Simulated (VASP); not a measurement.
# GaSb (zinc blende type) (F-43m) in VASP: a series of runs

Runs on GaSb (zinc blende type). Level: HSE06. Tasks: single point.

Program: VASP 6.6.1. These are calculated values, not measurements. Logs are shortened: lines on timing, memory, paths and dates and some standing lists are left out, and cuts for length are marked.

### 1 The cell of the first run

The structure is cubic, space group F-43m (No. 216). The conventional cell has a = 6.241 Å, b = 6.241 Å, c = 6.241 Å, α = 90.00°, β = 90.00°, γ = 90.00°. Ga (site symmetry -43m) has 4 Sb at 2.70 Å within 3.6 Å. Within 3.6 Å of Sb (site symmetry -43m) lie 4 Ga at 2.70 Å.

### 2 Single point, HSE06

Contents of POSCAR:

```
GaSb
1.0
    0.0000000000      3.1203323018      3.1203323018
    3.1203323018      0.0000000000      3.1203323018
    3.1203323018      3.1203323018      0.0000000000
Ga Sb
1 1
Direct
    0.0000000000      0.0000000000      0.0000000000
    0.2500000000      0.2500000000      0.2500000000
```

Contents of INCAR.step1:

```
SYSTEM = GaSb
PREC = Accurate ; ENCUT = 520
EDIFF = 1E-5 ; ISMEAR = -1
SIGMA = 0.1 ; LREAL = .FALSE.
LASPH = .TRUE. ; NELM = 80
ALGO = Normal ; ISIF = 2
LWAVE = .TRUE. ; NBANDS = 16
GGA = PE
```

Contents of INCAR.step2:

```
SYSTEM = GaSb
PREC = Accurate ; ENCUT = 520
EDIFF = 1E-6 ; ISMEAR = -1
SIGMA = 0.1 ; LREAL = .FALSE.
LASPH = .TRUE. ; NELM = 80
ALGO = Normal ; ISIF = 2
LWAVE = .FALSE. ; LCHARG = .TRUE.
GGA = PE ; LHFCALC = .TRUE.
HFSCREEN = 0.2079 ; PRECFOCK = Normal
LELF = .TRUE. ; LVHAR = .TRUE.
NBANDS = 16 ; ISTART = 1
```

Contents of KPOINTS:

```
Automatic mesh
0
G
  4 4 4
  0 0 0
```

Potentials or basis: VASP PAW PBE potentials, release 64 (Ga_d, Sb).

Command:

```console
> cat potpaw_PBE.64/Ga_d/POTCAR potpaw_PBE.64/Sb/POTCAR > POTCAR
> cp INCAR.step1 INCAR
> mpirun -np 1 vasp_std > vasp.out
> cp INCAR.step2 INCAR
> mpirun -np 1 vasp_std > vasp.out
```

OUTCAR:

```text
SYSTEM = GaSb
   PREC = Accurate
   ENCUT = 520
   EDIFF = 1E-6
   ISMEAR = -1
   LREAL = .FALSE.
   LASPH = .TRUE.
   NELM = 80
   ISIF = 2
   GGA = PE
   LHFCALC = .TRUE.
   HFSCREEN = 0.2079
   PRECFOCK = Normal
   ISTART = 1

 ion  position               nearest neighbor table
   1  0.000  0.000  0.000-   2 2.70   2 2.70   2 2.70   2 2.70
   2  0.250  0.250  0.250-   1 2.70   1 2.70   1 2.70   1 2.70

  LATTYP: Found a face centered cubic cell.
 ALAT       =     6.2406646036

  Lattice vectors:

 A1 = (   0.0000000000,   3.1203323018,   3.1203323018)
 A2 = (   3.1203323018,   0.0000000000,   3.1203323018)
 A3 = (   3.1203323018,   3.1203323018,   0.0000000000)

Analysis of symmetry for initial positions (statically):
=====================================================================
 Subroutine PRICEL returns:
 Original cell was already a primitive cell.

 Routine SETGRP: Setting up the symmetry group for a
 face centered cubic supercell.

 Subroutine GETGRP returns: Found 24 space group operations
 (whereof 24 operations were pure point group operations)
 out of a pool of 48 trial point group operations.

The static configuration has the point symmetry T_d .

Analysis of symmetry for dynamics (positions and initial velocities):
=====================================================================
 Subroutine PRICEL returns:
 Original cell was already a primitive cell.

 Routine SETGRP: Setting up the symmetry group for a
 face centered cubic supercell.

 Subroutine GETGRP returns: Found 24 space group operations
 (whereof 24 operations were pure point group operations)
 out of a pool of 48 trial point group operations.

The dynamic configuration has the point symmetry T_d .

 Subroutine INISYM returns: Found 24 space group operations
 (whereof 24 operations are pure point group operations),
 and found     1 'primitive' translations

----------------------------------------------------------------------------------------

                                     Primitive cell

  volume of cell :      60.7621

  direct lattice vectors                    reciprocal lattice vectors
     0.000000000  3.120332302  3.120332302    -0.160239344  0.160239344  0.160239344
     3.120332302  0.000000000  3.120332302     0.160239344 -0.160239344  0.160239344
     3.120332302  3.120332302  0.000000000     0.160239344  0.160239344 -0.160239344

  length of vectors
     4.412816260  4.412816260  4.412816260     0.277542685  0.277542685  0.277542685

  position of ions in fractional coordinates (direct lattice)
     0.000000000  0.000000000  0.000000000
     0.250000000  0.250000000  0.250000000

  ion indices of the primitive-cell ions
   primitive index   ion index
                 1           1
                 2           2

----------------------------------------------------------------------------------------

 KPOINTS: Automatic mesh

Automatic generation of k-mesh.
 Grid dimensions read from file:
 generate k-points for:    4    4    4

 Generating k-lattice:

  Cartesian coordinates                     Fractional coordinates (reciprocal lattice)
    -0.040059836  0.040059836  0.040059836     0.250000000  0.000000000  0.000000000
     0.040059836 -0.040059836  0.040059836     0.000000000  0.250000000  0.000000000
     0.040059836  0.040059836 -0.040059836     0.000000000  0.000000000  0.250000000

  Length of vectors
     0.069385671  0.069385671  0.069385671

  Shift w.r.t. Gamma in fractional coordinates (k-lattice)
     0.000000000  0.000000000  0.000000000

 Subroutine IBZKPT returns following result:
 ===========================================

 Found      8 irreducible k-points:

 Following reciprocal coordinates:
            Coordinates               Weight
  0.000000  0.000000  0.000000      1.000000
  0.250000  0.000000  0.000000      8.000000
  0.500000  0.000000  0.000000      4.000000
  0.250000  0.250000  0.000000      6.000000
  0.500000  0.250000  0.000000     24.000000
 -0.250000  0.250000  0.000000     12.000000
  0.500000  0.500000  0.000000      3.000000
 -0.250000  0.500000  0.250000      6.000000
   k-points           NKPTS =      8   k-points in BZ     NKDIM =     64   number of bands    NBANDS=     16
   number of dos      NEDOS =    301   number of ions     NIONS =      2
   total plane-waves  NPLWV =  46656
   dimension x,y,z NGX =    36 NGY =   36 NGZ =   36
   dimension x,y,z NGXF=    72 NGYF=   72 NGZF=   72
   ions per type =               1   1
   NGX,Y,Z   is equivalent  to a cutoff of  13.56, 13.56, 13.56 a.u.
   NGXF,Y,Z  is equivalent  to a cutoff of  27.12, 27.12, 27.12 a.u.
 SYSTEM =  GaSb
   PREC   = accura    normal or accurate (medium, high low for compatibility)
   ISTART =      1    job   : 0-new  1-cont  2-samecut
   ICHARG =      0    charge: 1-file 2-atom 10-const
   ISPIN  =      1    spin polarized calculation?
   LNONCOLLINEAR =      F non collinear calculations
   LSORBIT =      F    spin-orbit coupling
   LASPH  =      T    aspherical Exc in radial PAW
   ENCUT  =  520.0 eV  38.22 Ry    6.18 a.u.   8.20  8.20  8.20*2*pi/ulx,y,z
   NELM   =     80;   NELMIN=  2; NELMDL=  0     # of ELM steps
   EDIFF  = 0.1E-05   stopping-criterion for ELM
   LREAL  =      F    real-space projection
   EDIFFG = 0.1E-04   stopping-criterion for IOM
   NSW    =      0    number of steps for IOM
   IBRION =     -1    ionic relax: 0-MD 1-quasi-New 2-CG
   NFREE  =      0    steps in history (QN), initial steepest desc. (CG)
   ISIF   =      2    stress and relaxation
   ISYM   =      3    0-nonsym 1-usesym 2-fastsym
   POTIM  = 0.5000    time-step for ionic-motion
   TEBEG  =    0.0;   TEEND  =   0.0 temperature during run
   PSTRESS=    0.0 pullay stress
   NELECT =      18.0000    total number of electrons
   NUPDOWN=      -1.0000    fix difference up-down
   EMIN   =  10.00;   EMAX   =-10.00  energy-range for DOS
   EFERMI =   0.00;   METHOD = LEGACY
   ISMEAR =    -1;   SIGMA  =   0.10  broadening in eV -4-tet -1-fermi 0-gaus
   EFERMI_NEDOS =   21; number of points for ismear=-14 and -15
   IALGO  =     38    algorithm
   IMIX   =      1    mixing-type and parameters
     AMIX     =   0.40;   BMIX     =  1.00
     AMIX_MAG =   1.60;   BMIX_MAG =  1.00
  volume/ion in A,a.u.               =      30.38       205.02
  Fermi-wavevector in a.u.,A,eV,Ry     =   1.091327  2.062309 16.204460  1.190994
  Thomas-Fermi vector in A             =   2.227570
   LORBIT       =      0    0 simple, 1 ext, 2 COOP (PROOUT), +10 PAW based schemes
   GGA     = PE    functional components
   LHFCALC =     T    Hartree Fock is set to
   PRECFOCK=normal    Normal, Fast or Accurate (Low or Medium for compatibility)
   ENCUT4O =  -1.0   cutoff for four orbital integrals eV
   NKREDX  =     1    reduce k-point grid by
   NKREDY  =     1    reduce k-point grid by
   NKREDZ  =     1    reduce k-point grid by
   AEXX    =    0.2500 exact exchange contribution
   HFSCREEN=    0.2079 screening length (either q_TF or 0.3 A-1)
   HFSCREENC=   0.2079 screening length for correlation (either q_TF or 0.3 A-1)
   ENCUTFOCK=  -1.0 apply spherical cutoff to Coloumb kernel
   IVDW    =     0    specifies the selected vdW correction
   LEPSILON=     F    determine dielectric tensor
   LRPA    =     F    only Hartree local field effects (RPA)
 non-spin polarized calculation
  energy-cutoff  :      520.00
  volume of cell :       60.76
 maximum number of plane-waves:      1660
 NGX is ok and might be reduce to    36
  NGX = 28; NGY = 28; NGZ = 28

 number of electron      17.9999993 magnetization

 Free energy of the ion-electron system (eV)
  ---------------------------------------------------
  ext. energy  EPLUGINS =         0.00000000
  ---------------------------------------------------
  free energy    TOTEN  =        -8.75497662 eV

  energy without entropy =       -8.75092986  energy(sigma->0) =       -8.75295324

 E-fermi :   4.1641     XC(G=0):  -7.3580

 val. band max:        3.9019974033   @ k =   0.0000   0.0000   0.0000
 cond. band min:       4.3026054349   @ k =   0.0000   0.0000   0.0000
 fundamental gap:      0.4006080316
 Fermi energy:         4.1640785522

 k-point     1 :       0.0000    0.0000    0.0000
  band No.  band energies     occupation
      1     -13.6903      2.00000
      2     -13.6903      2.00000
      3     -13.6903      2.00000
      4     -13.6470      2.00000
      5     -13.6470      2.00000
      6      -8.2073      2.00000
[... 8 lines left out ...]
     15      13.2222      0.00000
     16      13.2222      0.00000

 k-point     2 :       0.2500    0.0000    0.0000
  band No.  band energies     occupation
      1     -13.6970      2.00000
      2     -13.6860      2.00000
      3     -13.6860      2.00000
      4     -13.6472      2.00000
      5     -13.6472      2.00000
      6      -7.5790      2.00000
[... 8 lines left out ...]
     15      12.2516      0.00000
     16      12.2516      0.00000

 k-point     3 :       0.5000    0.0000    0.0000
  band No.  band energies     occupation
      1     -13.7038      2.00000
      2     -13.6823      2.00000
      3     -13.6823      2.00000
      4     -13.6470      2.00000
      5     -13.6470      2.00000
      6      -6.5636      2.00000
[... 8 lines left out ...]
     15      14.6308      0.00000
     16      14.6312      0.00000

 k-point     4 :       0.2500    0.2500    0.0000
  band No.  band energies     occupation
      1     -13.7038      2.00000
      2     -13.6816      2.00000
      3     -13.6816      2.00000
      4     -13.6504      2.00000
      5     -13.6455      2.00000
      6      -7.3526      2.00000
[... 8 lines left out ...]
     15      13.7929      0.00000
     16      14.0568      0.00000

 k-point     5 :       0.5000    0.2500    0.0000
  band No.  band energies     occupation
      1     -13.7093      2.00000
      2     -13.6782      2.00000
      3     -13.6772      2.00000
      4     -13.6508      2.00000
      5     -13.6458      2.00000
      6      -6.2501      2.00000
[... 8 lines left out ...]
     15      14.7676      0.00000
     16      15.1163      0.00000

 k-point     6 :      -0.2500    0.2500    0.0000
  band No.  band energies     occupation
      1     -13.7046      2.00000
      2     -13.6812      2.00000
      3     -13.6805      2.00000
      4     -13.6480      2.00000
      5     -13.6476      2.00000
      6      -6.6750      2.00000
[... 8 lines left out ...]
     15      13.2849      0.00000
     16      15.2613      0.00000

 k-point     7 :       0.5000    0.5000    0.0000
  band No.  band energies     occupation
      1     -13.7163      2.00000
      2     -13.6726      2.00000
      3     -13.6726      2.00000
      4     -13.6546      2.00000
      5     -13.6440      2.00000
      6      -5.7236      2.00000
[... 8 lines left out ...]
     15      15.4756      0.00000
     16      15.9214      0.00000

 k-point     8 :      -0.2500    0.5000    0.2500
  band No.  band energies     occupation
      1     -13.7113      2.00000
      2     -13.6782      2.00000
      3     -13.6734      2.00000
      4     -13.6511      2.00000
      5     -13.6465      2.00000
      6      -5.6859      2.00000
[... 8 lines left out ...]
     15      14.6889      0.00000
     16      16.0844      0.00000

------------------------ aborting loop because EDIFF is reached ----------------------------------------

  FORCE on cell =-STRESS in cart. coord.  units (eV):
  Direction    XX          YY          ZZ          XY          YZ          ZX
  --------------------------------------------------------------------------------------
  -------------------------------------------------------------------------------------
  Total       -0.9454014     -0.9454014     -0.9454014      0.0000000      0.0000000      0.0000000
  in kB      -24.9283938    -24.9283938    -24.9283938      0.0000000      0.0000000      0.0000000
  external PRESSURE =     -24.9283938 kB  Pullay stress =       0.0000000 kB

 VOLUME and BASIS-vectors are now :
 -----------------------------------------------------------------------------
  energy-cutoff  :      520.00
  volume of cell :       60.76
      direct lattice vectors                 reciprocal lattice vectors
     0.000000000  3.120332302  3.120332302    -0.160239344  0.160239344  0.160239344
     3.120332302  0.000000000  3.120332302     0.160239344 -0.160239344  0.160239344
     3.120332302  3.120332302  0.000000000     0.160239344  0.160239344 -0.160239344

 POSITION                                       TOTAL-FORCE (eV/Angst)
 -----------------------------------------------------------------------------------
      0.00000      0.00000      0.00000         0.000000     -0.000000     -0.000000
      1.56017      1.56017      1.56017        -0.000000      0.000000      0.000000
 -----------------------------------------------------------------------------------
    total drift:                                0.000020     -0.000007     -0.000000

  FREE ENERGIE OF THE ION-ELECTRON SYSTEM (eV)
  ---------------------------------------------------
  free  energy   TOTEN  =        -8.7549766168 eV

  energy  without entropy=       -8.7509298606  energy(sigma->0) =       -8.75295324
```

Wall time 11 min (1 thread of Intel Xeon Platinum 8488C (Sapphire Rapids), shared host); peak memory 0.32 GiB.

What came out:

* Free energy: -8.7550 eV
* Pressure: -2.5 GPa
* Band gap on the k mesh: 0.40 eV

Levels at points of the mesh, in eV from the valence-band top:
```
           k point  band 5  band 6  band 7  band 8  band 9  band 10  band 11  band 12  band 13  band 14
(0.00, 0.00, 0.00)  -17.55  -12.11    0.00    0.00    0.00     0.40     3.49     3.49     3.49     6.61
(0.50, 0.00, 0.00)  -17.55  -10.47   -6.58   -1.14   -1.14     0.94     4.48     4.48     7.33    10.03
(0.50, 0.50, 0.00)  -17.55   -9.63   -7.09   -2.57   -2.57     1.56     1.94     9.49     9.49    10.72
```

Caveat: the k points lie up to 0.44 Å⁻¹ apart; the PAW data sets were made with another functional, which shifts forces and pressure a little; spin-orbit coupling is left out, which moves the levels of the heavy elements.

### 3 Single point, HSE06

POSCAR is that of step 2.

Contents of INCAR.step1:

```
PREC = Accurate ; ENCUT = 520
EDIFF = 1E-5 ; ISMEAR = -1
SIGMA = 0.1 ; LREAL = False
LASPH = True ; NELM = 80
ALGO = Normal ; ISIF = 2
LWAVE = True ; GGA = PE
NBANDS = 16
```

Contents of INCAR.step2:

```
PREC = Accurate ; ENCUT = 520
EDIFF = 1E-6 ; ISMEAR = -1
SIGMA = 0.1 ; LREAL = False
LASPH = True ; NELM = 80
ALGO = Normal ; ISIF = 2
LWAVE = False ; LCHARG = True
GGA = PE ; LHFCALC = True
HFSCREEN = 0.2079 ; PRECFOCK = Normal
LELF = True ; LVHAR = True
ISTART = 1 ; NBANDS = 16
```

Contents of KPOINTS:

```
regular mesh
0
Gamma
  4 4 4
```

Potentials or basis: VASP PAW PBE potentials, release 64 (Ga_d, Sb).

Command:

```console
> cat potpaw_PBE.64/Ga_d/POTCAR potpaw_PBE.64/Sb/POTCAR > POTCAR
> cp INCAR.step1 INCAR
> mpirun -np 1 vasp_std > vasp.out
> cp INCAR.step2 INCAR
> mpirun -np 1 vasp_std > vasp.out
```

It took 18 min on 1 thread of Intel Xeon Platinum 8488C (Sapphire Rapids), shared host; peak memory 0.32 GiB.

Results (log left out):

| Item | Value |
| --- | --- |
| Free energy | -8.7550 eV |
| Pressure | -2.5 GPa |
| Band gap on the k mesh | 0.40 eV |

Levels at points of the mesh, in eV from the valence-band top:
```csv
k point,band 6,band 7,band 8,band 9,band 10,band 11,band 12,band 13
"(0.00, 0.00, 0.00)",-12.11,0.00,0.00,0.00,0.40,3.49,3.49,3.49
"(0.50, 0.00, 0.00)",-10.47,-6.58,-1.14,-1.14,0.94,4.48,4.48,7.33
"(0.50, 0.50, 0.00)",-9.63,-7.09,-2.57,-2.57,1.56,1.94,9.49,9.49
```

Caveat: the k points lie up to 0.44 Å⁻¹ apart; the PAW data sets were made with another functional, which shifts forces and pressure a little; spin-orbit coupling is left out, which moves the levels of the heavy elements.

(Continued in part 2 of 2.)

The gap in the log of VASP goes by the Fermi energy; the results here count the filled bands.